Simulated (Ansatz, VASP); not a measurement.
# AlNi: VASP beside Ansatz

File POSCAR:

```
AlNi
1.0
    1.9386940000     -1.9531901500      0.0000000000
    1.9386940000      1.9531901500      0.0000000000
    0.0000000000      0.0000000000      3.0994300413
Al Ni
1 1
Direct
    0.0000000000      0.0000000000      0.0000000000
    0.4871047210      0.4871047210      0.5000000000
```

File INCAR.step1:

```
  PREC = Accurate
  ENCUT = 520
  ISMEAR = 0
  SIGMA = 0.15
  LREAL = False
  LASPH = True
  NELM = 80
  NBANDS = 14
  GGA = PE
  ALGO = Normal
  EDIFF = 1E-4
  LWAVE = True
  LCHARG = False
```

The input INCAR.step2:

```
  PREC = Accurate
  ENCUT = 520
  EDIFF = 1E-6
  ISMEAR = 0
  SIGMA = 0.15
  LREAL = False
  LASPH = True
  NELM = 80
  ALGO = Normal
  ISIF = 2
  LWAVE = False
  LCHARG = False
  METAGGA = R2SCAN
  LMIXTAU = True
  NBANDS = 14
  ISTART = 1
```

Contents of KPOINTS:

```
regular mesh
0
Gamma
  18 18 16
```

Input for Ansatz:

```yaml
crystal:
  lattice:
    - [1.938694, -1.95319015, 0.0]
    - [1.938694, 1.95319015, 0.0]
    - [0.0, 0.0, 3.0994300413]
  atoms:
    - { symbol: Al, position: [0.0, 0.0, 0.0] }
    - { symbol: Ni, position: [0.487104721, 0.487104721, 0.5] }
basis:
  ecutwfc: 500
kpoints:
  mp_grid: { grid: [18, 18, 16] }
hamiltonian:
  xc: r2scan
scf:
  occupations: { method: gaussian, width: 0.15 }
output:
  forces: true
  stress: true
  eigenvalues: true
```

Change from the starting cell: all Ni atoms moved -0.050 Å, as atom 2 along Cartesian [1 0 0].

Alike in both runs: task single point; functional r2SCAN; k mesh 18 × 18 × 16; occupations gaussian, width 0.15 eV; no spin polarisation.

```csv
,VASP,Ansatz
version,VASP 6.6.1,Ansatz 0.2.0
potentials or method,"VASP PAW PBE potentials, release 64 (Al, Ni), cutoff 520 eV","scalar-relativistic, plane waves, PAW"
valence electrons in the cell,13,21
```

```csv
,VASP,Ansatz,Ansatz less VASP
gap on the k mesh at the Fermi level (eV),none,none,-
pressure (GPa),0.7,0.8,+0.17
"traceless stress, the component that is largest in VASP (GPa)",-4.59,-4.40,+0.190
rms of the force components (eV/Å),0.181,0.180,-0.0008
```

VASP's potentials were made for PBE, not for r2SCAN. Atom by atom the forces differ by 0.001 eV/Å (rms over components). A gap of «none» marks a metal or a gap that the smearing closes. The functional is the same, so the differences come from potentials, cutoffs and numerics. VASP's potentials hold 13 valence electrons a cell and Ansatz's 21, so a difference there can come from the potentials and not from the codes.
